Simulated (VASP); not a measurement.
Input of a VASP 6.6.1 run:

INCAR

```
SYSTEM = K
PREC = Accurate ; ENCUT = 520
EDIFF = 1E-6 ; ISMEAR = -1
SIGMA = 0.05 ; LREAL = .FALSE.
LASPH = .TRUE. ; NELM = 80
ALGO = Normal ; ISIF = 2
LWAVE = .FALSE. ; LCHARG = .TRUE.
GGA = PS ; LELF = .TRUE.
LVHAR = .TRUE. ; NBANDS = 10
```

The input KPOINTS:

```
Automatic mesh
0
G
  7 7 7
  0 0 0
```

POSCAR

```
K
1.0
   -2.3510601048      2.3510601048      2.3510601048
    2.3510601048     -2.3510601048      2.3510601048
    2.3510601048      2.3510601048     -2.3510601048
K
1
Direct
    0.0000000000      0.0000000000      0.0000000000
```

Potentials or basis: VASP PAW PBE potentials, release 64 (K_sv).

Run with:

```bash
$ cat potpaw_PBE.64/K_sv/POTCAR > POTCAR
$ mpirun -np 1 vasp_std > vasp.out
```

(1) Predict the pressure.

## Answers

(1) 2.0 GPa.

Caveat: the PAW data sets were made with another functional, which shifts forces and pressure a little.
